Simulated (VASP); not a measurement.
Crystal: TiCo3.

```
CELL_PARAMETERS angstrom
3.73605 0.00000 0.00000
0.00000 3.73605 0.00000
0.00000 0.00000 3.73605
ATOMIC_POSITIONS crystal
Ti 0.00000 0.00000 0.00000
Co 0.00000 0.50000 0.50000
Co 0.50000 0.00000 0.50000
Co 0.50000 0.50000 0.00000
```

Base run:

- Program: VASP 6.6.1
- Functional: PBEsol
- Potentials or basis: VASP PAW PBE potentials, release 64 (Ti_sv, Co)
- Cutoff: 520 eV
- k mesh: 12 × 12 × 12
- Occupations: gaussian, width 0.15 eV
- Spin: collinear spin, ferromagnetic start
- Starting moments: [0.3, 0.66, 0.66, 0.66] μB
- Fixed moment: 2.28 μB

Its results: pressure -25.0 GPa; site moments Ti -0.50; Co +1.00 μB.

Problem. The run is repeated on the same cell with these changes: fixed moment from 2.28 μB to 3.8 μB; moments at the start from [0.3, 0.66, 0.66, 0.66] to [0.5, 1.1, 1.1, 1.1]. What comes out?

Solution. Pressure -20.4 GPa; site moments Ti -0.37; Co +1.42 μB.

Caveats: the cell stands under tension; the PAW data sets were made with another functional, which shifts forces and pressure a little; the total moment is fixed, so each spin has its own Fermi level and the state may be an excited one.
